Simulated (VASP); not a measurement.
# SnO2 (C222_1) in VASP: further runs

The runs below take SnO2 through single point, with PBEsol+D3(BJ).

Program: VASP 6.6.1. These are calculated values, not measurements. Logs are shortened: lines on timing, memory, paths and dates and some standing lists are left out, and cuts for length are marked.

### 1 The cell of the first run

Symmetry: C222_1, No. 20, orthorhombic system. The conventional cell has a = 3.098 Å, b = 5.367 Å, c = 9.861 Å, α = 90.00°, β = 90.00°, γ = 90.00°. Sn (site symmetry 2) has 6 O at 2.04 Å within 2.7 Å. Within 2.7 Å of O (site symmetry 1) lie 3 Sn at 2.04 Å and 3 O at 2.66 Å.

### 2 Single point, PBEsol+D3(BJ)

INCAR reads:

```
PREC     = Accurate       # precision mode
ENCUT    = 520            # plane-wave cutoff, eV
EDIFF    = 1E-7           # SCF threshold, eV
ISMEAR   = 0              # smearing method
SIGMA    = 0.05           # smearing width, eV
LREAL    = F              # projectors in reciprocal space
LASPH    = T              # aspherical terms in the spheres
NELM     = 100            # most SCF steps
ALGO     = Normal         # electronic algorithm
ISIF     = 2              # what is computed and relaxed
LWAVE    = F              # write WAVECAR
LCHARG   = F              # write CHGCAR
GGA      = PS             # functional
IVDW     = 12             # dispersion correction
NBANDS   = 35             # bands
```

KPOINTS reads:

```
Automatic mesh
0
Gamma
  12 12 4
```

POSCAR reads:

```
SnO2
1.0
    3.0984934447      0.0000000000      0.0000000000
   -1.5492467224      2.6833740366      0.0000000000
    0.0000000000      0.0000000000      9.8605907128
Sn O
2 4
Direct
   -0.0649382444      0.0000000000      0.5000000000
    0.0649382444      0.0000000000      0.0000000000
    0.6008064337      0.3333333333      0.4003665319
    0.7325268996      0.3333333333      0.0996334681
    0.2674731004      0.6666666667      0.5996334681
    0.3991935663      0.6666666667      0.9003665319
```

Potentials or basis: VASP PAW PBE potentials, release 64 (Sn_d, O).

On the command line:

```bash
$ cat potpaw_PBE.64/Sn_d/POTCAR potpaw_PBE.64/O/POTCAR > POTCAR
$ mpirun -np 1 vasp_std > vasp.out
```

OUTCAR:

```text
PREC = Accurate
   ENCUT = 520
   EDIFF = 1E-7
   ISMEAR = 0
   LREAL = F
   LASPH = T
   NELM = 100
   ISIF = 2
   GGA = PS
   IVDW = 12
 IVDW          = 12

 ion  position               nearest neighbor table
   1  0.935  0.000  0.500-   3 2.04   5 2.04   3 2.04   5 2.04   5 2.04   3 2.04
   2  0.065  0.000  0.000-   6 2.04   4 2.04   6 2.04   4 2.04   4 2.04   6 2.04
   3  0.601  0.333  0.400-   1 2.04   1 2.04   1 2.04
   4  0.733  0.333  0.100-   2 2.04   2 2.04   2 2.04
   5  0.267  0.667  0.600-   1 2.04   1 2.04   1 2.04
   6  0.399  0.667  0.900-   2 2.04   2 2.04   2 2.04

  LATTYP: Found a hexagonal cell.
 ALAT       =     3.0984934447
 C/A-ratio  =     3.1823823057

  Lattice vectors:

 A1 = (   3.0984934447,   0.0000000000,   0.0000000000)
 A2 = (  -1.5492467224,   2.6833740366,   0.0000000000)
 A3 = (   0.0000000000,   0.0000000000,   9.8605907128)

Analysis of symmetry for initial positions (statically):
=====================================================================
 Subroutine PRICEL returns:
 Original cell was already a primitive cell.

 Routine SETGRP: Setting up the symmetry group for a
 hexagonal supercell.

 Subroutine GETGRP returns: Found  4 space group operations
 (whereof  2 operations were pure point group operations)
 out of a pool of 24 trial point group operations.

The static configuration has the point symmetry C_2 .
 The point group associated with its full space group is D_2 .

Analysis of symmetry for dynamics (positions and initial velocities):
=====================================================================
 Subroutine PRICEL returns:
 Original cell was already a primitive cell.

 Routine SETGRP: Setting up the symmetry group for a
 hexagonal supercell.

 Subroutine GETGRP returns: Found  4 space group operations
 (whereof  2 operations were pure point group operations)
 out of a pool of 24 trial point group operations.

The dynamic configuration has the point symmetry C_2 .
 The point group associated with its full space group is D_2 .

 Subroutine INISYM returns: Found  4 space group operations
 (whereof  2 operations are pure point group operations),
 and found     1 'primitive' translations

----------------------------------------------------------------------------------------

                                     Primitive cell

  volume of cell :      81.9851

  direct lattice vectors                    reciprocal lattice vectors
     3.098493445  0.000000000  0.000000000     0.322737491  0.186332577  0.000000000
    -1.549246722  2.683374037  0.000000000     0.000000000  0.372665155  0.000000000
     0.000000000  0.000000000  9.860590713     0.000000000  0.000000000  0.101413803

  length of vectors
     3.098493445  3.098493445  9.860590713     0.372665155  0.372665155  0.101413803

  position of ions in fractional coordinates (direct lattice)
     0.935061756  0.000000000  0.500000000
     0.064938244  0.000000000  0.000000000
     0.600806434  0.333333333  0.400366532
     0.732526900  0.333333333  0.099633468
     0.267473100  0.666666667  0.599633468
     0.399193566  0.666666667  0.900366532

  ion indices of the primitive-cell ions
   primitive index   ion index
                 1           1
                 2           2
                 3           3
                 4           4
                 5           5
                 6           6

----------------------------------------------------------------------------------------

 KPOINTS: Automatic mesh

Automatic generation of k-mesh.
 Grid dimensions read from file:
 generate k-points for:   12   12    4

 Generating k-lattice:

  Cartesian coordinates                     Fractional coordinates (reciprocal lattice)
     0.026894791  0.015527715  0.000000000     0.083333333 -0.000000000  0.000000000
     0.000000000  0.031055430  0.000000000     0.000000000  0.083333333  0.000000000
     0.000000000  0.000000000  0.025353451     0.000000000  0.000000000  0.250000000

  Length of vectors
     0.031055430  0.031055430  0.025353451

  Shift w.r.t. Gamma in fractional coordinates (k-lattice)
     0.000000000  0.000000000  0.000000000

 Subroutine IBZKPT returns following result:
 ===========================================

 Found    129 irreducible k-points:

 Following reciprocal coordinates:
            Coordinates               Weight
  0.000000  0.000000  0.000000      1.000000
  0.083333 -0.000000  0.000000      4.000000
  0.000000  0.083333  0.000000      2.000000
  0.166667 -0.000000  0.000000      4.000000
  0.000000  0.166667  0.000000      2.000000
  0.250000 -0.000000  0.000000      4.000000
[... 16 lines left out ...]
 -0.083333  0.416667  0.000000      4.000000
 -0.416667  0.333333  0.000000      4.000000
 [... further k-points ...]
   k-points           NKPTS =    129   k-points in BZ     NKDIM =    129   number of bands    NBANDS=     35
   number of dos      NEDOS =    301   number of ions     NIONS =      6
   total plane-waves  NPLWV =  46080
   dimension x,y,z NGX =    24 NGY =   24 NGZ =   80
   dimension x,y,z NGXF=    48 NGYF=   48 NGZF=  160
   ions per type =               2   4
   NGX,Y,Z   is equivalent  to a cutoff of  12.88, 12.88, 13.49 a.u.
   NGXF,Y,Z  is equivalent  to a cutoff of  25.75, 25.75, 26.98 a.u.
 SYSTEM =  unknown system
   PREC   = accura    normal or accurate (medium, high low for compatibility)
   ISTART =      0    job   : 0-new  1-cont  2-samecut
   ICHARG =      2    charge: 1-file 2-atom 10-const
   ISPIN  =      1    spin polarized calculation?
   LNONCOLLINEAR =      F non collinear calculations
   LSORBIT =      F    spin-orbit coupling
   LASPH  =      T    aspherical Exc in radial PAW
   ENCUT  =  520.0 eV  38.22 Ry    6.18 a.u.   5.76  5.76 18.33*2*pi/ulx,y,z
   NELM   =    100;   NELMIN=  2; NELMDL= -5     # of ELM steps
   EDIFF  = 0.1E-06   stopping-criterion for ELM
   LREAL  =      F    real-space projection
   EDIFFG = 0.1E-05   stopping-criterion for IOM
   NSW    =      0    number of steps for IOM
   IBRION =     -1    ionic relax: 0-MD 1-quasi-New 2-CG
   NFREE  =      0    steps in history (QN), initial steepest desc. (CG)
   ISIF   =      2    stress and relaxation
   ISYM   =      2    0-nonsym 1-usesym 2-fastsym
   POTIM  = 0.5000    time-step for ionic-motion
   TEBEG  =    0.0;   TEEND  =   0.0 temperature during run
   PSTRESS=    0.0 pullay stress
   NELECT =      52.0000    total number of electrons
   NUPDOWN=      -1.0000    fix difference up-down
   EMIN   =  10.00;   EMAX   =-10.00  energy-range for DOS
   EFERMI =   0.00;   METHOD = LEGACY
   ISMEAR =     0;   SIGMA  =   0.05  broadening in eV -4-tet -1-fermi 0-gaus
   EFERMI_NEDOS =   21; number of points for ismear=-14 and -15
   IALGO  =     38    algorithm
   IMIX   =      4    mixing-type and parameters
     AMIX     =   0.40;   BMIX     =  1.00
     AMIX_MAG =   1.60;   BMIX_MAG =  1.00
  volume/ion in A,a.u.               =      13.66        92.21
  Fermi-wavevector in a.u.,A,eV,Ry     =   1.406580  2.658050 26.918673  1.978467
  Thomas-Fermi vector in A             =   2.528926
   LORBIT       =      0    0 simple, 1 ext, 2 COOP (PROOUT), +10 PAW based schemes
   GGA     = PS    functional components
   LHFCALC =     F    Hartree Fock is set to
   AEXX    =    0.0000 exact exchange contribution
   IVDW    =    12    specifies the selected vdW correction
   LEPSILON=     F    determine dielectric tensor
   LRPA    =     F    only Hartree local field effects (RPA)
 non-spin polarized calculation
 Gauss-broadening in eV      SIGMA  =   0.05
  energy-cutoff  :      520.00
  volume of cell :       81.99
 maximum number of plane-waves:      2230
   NGX = 11   NGY = 11   NGZ = 37

 number of electron      51.9999986 magnetization

 Free energy of the ion-electron system (eV)
  ---------------------------------------------------
  ext. energy  EPLUGINS =         0.00000000
  ---------------------------------------------------
  free energy    TOTEN  =       -38.13688092 eV

  energy without entropy =      -38.13688092  energy(sigma->0) =      -38.13688092

 E-fermi :   4.1135     XC(G=0): -10.3386

 val. band max:        3.8044116297   @ k =   0.2500   0.2500   0.0000
 cond. band min:       6.4758256089   @ k =   0.0000   0.0000   0.0000
 fundamental gap:      2.6714139793
 Fermi energy:         4.1134938204

 k-point     1 :       0.0000    0.0000    0.0000
  band No.  band energies     occupation
      1     -16.4313      2.00000
      2     -16.4214      2.00000
      3     -15.8943      2.00000
      4     -15.8943      2.00000
      5     -15.8942      2.00000
      6     -15.8941      2.00000
[... 27 lines left out ...]
     34      15.8337      0.00000
     35      15.9178      0.00000

 k-point     2 :       0.0833   -0.0000    0.0000
  band No.  band energies     occupation
      1     -16.3717      2.00000
      2     -16.3626      2.00000
      3     -15.9906      2.00000
      4     -15.9883      2.00000
      5     -15.8713      2.00000
      6     -15.8711      2.00000
[... 27 lines left out ...]
     34      15.9085      0.00000
     35      16.0050      0.00000

 k-point     3 :       0.0000    0.0833    0.0000
  band No.  band energies     occupation
      1     -16.3717      2.00000
      2     -16.3626      2.00000
      3     -15.9907      2.00000
      4     -15.9884      2.00000
      5     -15.8712      2.00000
      6     -15.8711      2.00000
[... 27 lines left out ...]
     34      15.9024      0.00000
     35      16.0219      0.00000
[... 723 lines left out ...]
 k-point    23 :      -0.0833    0.4167    0.0000
  band No.  band energies     occupation
      1     -16.9452      2.00000
      2     -16.9353      2.00000
      3     -15.8669      2.00000
      4     -15.8639      2.00000
      5     -15.7548      2.00000
      6     -15.7536      2.00000
[... 27 lines left out ...]
     34      16.0608      0.00000
     35      16.3272      0.00000

 k-point    24 :      -0.4167    0.3333    0.0000
  band No.  band energies     occupation
      1     -16.9449      2.00000
      2     -16.9354      2.00000
      3     -15.8669      2.00000
      4     -15.8640      2.00000
      5     -15.7549      2.00000
      6     -15.7538      2.00000
[... 27 lines left out ...]
     34      16.0383      0.00000
     35      16.3276      0.00000

 [... further k-points ...]

------------------------ aborting loop because EDIFF is reached ----------------------------------------

 Edisp (eV)   -1.00230

 E8    (eV) :    -0.6319

  FORCE on cell =-STRESS in cart. coord.  units (eV):
  Direction    XX          YY          ZZ          XY          YZ          ZX
  --------------------------------------------------------------------------------------
  -------------------------------------------------------------------------------------
  Total       9.02941     8.98122     4.25569    -0.00000     0.00000     0.00000
  in kB     176.45548   175.51376    83.16603    -0.00000     0.00000     0.00000
  external pressure =      145.05 kB  Pullay stress =        0.00 kB

 VOLUME and BASIS-vectors are now :
 -----------------------------------------------------------------------------
  energy-cutoff  :      520.00
  volume of cell :       81.99
      direct lattice vectors                 reciprocal lattice vectors
     3.098493445  0.000000000  0.000000000     0.322737491  0.186332577  0.000000000
    -1.549246722  2.683374037  0.000000000     0.000000000  0.372665155  0.000000000
     0.000000000  0.000000000  9.860590713     0.000000000  0.000000000  0.101413803

 POSITION                                       TOTAL-FORCE (eV/Angst)
 -----------------------------------------------------------------------------------
      2.89728      0.00000      4.93030        -0.066971      0.000000      0.000000
      0.20121      0.00000      0.00000         0.066971      0.000000      0.000000
      1.34518      0.89446      3.94785        -0.001014     -0.001697     -1.096151
      1.75331      0.89446      0.98244         0.001014     -0.001697      1.096151
     -0.20407      1.78892      5.91274        -0.001014      0.001697      1.096151
      0.20407      1.78892      8.87815         0.001014      0.001697     -1.096151
 -----------------------------------------------------------------------------------
    total drift:                               -0.000000     -0.000000      0.000000

  FREE ENERGIE OF THE ION-ELECTRON SYSTEM (eV)
  ---------------------------------------------------
  free  energy   TOTEN  =       -39.1391784594 eV

  energy  without entropy=      -39.1391784594  energy(sigma->0) =      -39.13917846
```

Wall time 6.5 min (1 thread of Intel Xeon 6975P-C, shared host); peak memory 0.42 GiB.

What came out:

```yaml
Free_energy: -39.1392 eV
Pressure: 14.5 GPa
Largest_force: 1.096 eV/Å
Band_gap_on_the_k_mesh: 2.67 eV, indirect (least direct gap 3.20 eV)
Dispersion_energy_per_atom: -0.167 eV
```

Forces on the atoms (eV/Å):
```
Sn  -0.067  0.000  0.000
Sn   0.067  0.000  0.000
O   -0.001 -0.002 -1.096
O    0.001 -0.002  1.096
O   -0.001  0.002  1.096
O    0.001  0.002 -1.096
```

Caveat: the PAW data sets were made with another functional, which shifts forces and pressure a little; spin-orbit coupling is left out, which moves the levels of the heavy elements. A hybrid or GW would open this gap; PBEsol tends to underestimate it.

### 3 Single point, PBEsol+D3(BJ)

INCAR reads:

```
SYSTEM = SnO2
PREC     = Accurate       ! precision mode
ENCUT    = 520            ! plane-wave cutoff, eV
EDIFF    = 1E-7           ! SCF threshold, eV
ISMEAR   = 0              ! smearing method
SIGMA    = 0.05           ! smearing width, eV
LREAL    = .False.        ! projectors in reciprocal space
LASPH    = .True.         ! aspherical terms in the spheres
NELM     = 100            ! most SCF steps
ALGO     = Normal         ! electronic algorithm
ISIF     = 2              ! what is computed and relaxed
LWAVE    = .False.        ! write WAVECAR
LCHARG   = .False.        ! write CHGCAR
GGA      = PS             ! functional
IVDW     = 12             ! dispersion correction
NBANDS   = 35             ! bands
```

KPOINTS reads:

```
regular mesh
0
Gamma
  12 12 4
  0 0 0
```

POSCAR reads:

```
SnO2
1.0
    3.0984934447      0.0000000000      0.0000000000
   -1.5492467224      2.6833740366      0.0000000000
    0.0000000000      0.0000000000      9.8605907128
Sn O
2 4
Direct
   -0.1948457596      0.0000000000      0.5000000000
    0.1948457596      0.0000000000      0.0000000000
    0.4690545010      0.3333333333      0.4003665319
    0.8642788324      0.3333333333      0.0996334681
    0.1357211676      0.6666666667      0.5996334681
    0.5309454990      0.6666666667      0.9003665319
```

Potentials or basis: VASP PAW PBE potentials, release 64 (Sn_d, O).

On the command line:

```bash
$ cat potpaw_PBE.64/Sn_d/POTCAR potpaw_PBE.64/O/POTCAR > POTCAR
$ mpirun -np 1 vasp_std > vasp.out
```

It took 6.8 min on 1 thread of Intel Xeon 6975P-C, shared host; peak memory 0.42 GiB.

It converged, with:

- Free energy: -39.2046 eV
- Pressure: 14.2 GPa
- Largest force: 1.156 eV/Å
- Band gap on the k mesh: 2.81 eV, indirect (least direct gap 3.26 eV)
- Dispersion energy per atom: -0.167 eV

Forces on the atoms (eV/Å):
```
Sn  -0.190  0.000  0.000
Sn   0.190  0.000  0.000
O    0.068 -0.009 -1.154
O   -0.068 -0.009  1.154
O    0.068  0.009  1.154
O   -0.068  0.009 -1.154
```

Stress tensor (GPa, compression positive):
```
18.14  0.00  0.00
 0.00 17.64  0.00
 0.00  0.00  6.80
```

Levels at points of the mesh, in eV from the valence-band top:
```tsv
k point	band 23	band 24	band 25	band 26	band 27	band 28	band 29	band 30
(0.00, 0.00, 0.00)	-0.80	-0.78	-0.76	-0.45	2.81	3.90	6.10	6.31
(0.50, 0.00, 0.00)	-0.47	-0.44	-0.39	-0.17	6.25	6.33	7.68	7.96
(0.00, 0.50, 0.00)	-0.58	-0.49	-0.41	-0.01	6.23	6.39	7.49	8.29
(0.00, 0.00, 0.50)	-0.79	-0.79	-0.78	-0.78	3.36	3.36	6.23	6.23
(0.50, 0.00, 0.50)	-0.46	-0.46	-0.29	-0.29	6.31	6.31	7.80	7.80
(0.00, 0.50, 0.50)	-0.45	-0.45	-0.26	-0.26	6.31	6.31	7.87	7.87
```

Caveat: the PAW data sets were made with another functional, which shifts forces and pressure a little; spin-orbit coupling is left out, which moves the levels of the heavy elements. As with any semilocal functional, this PBEsol gap is likely too small.
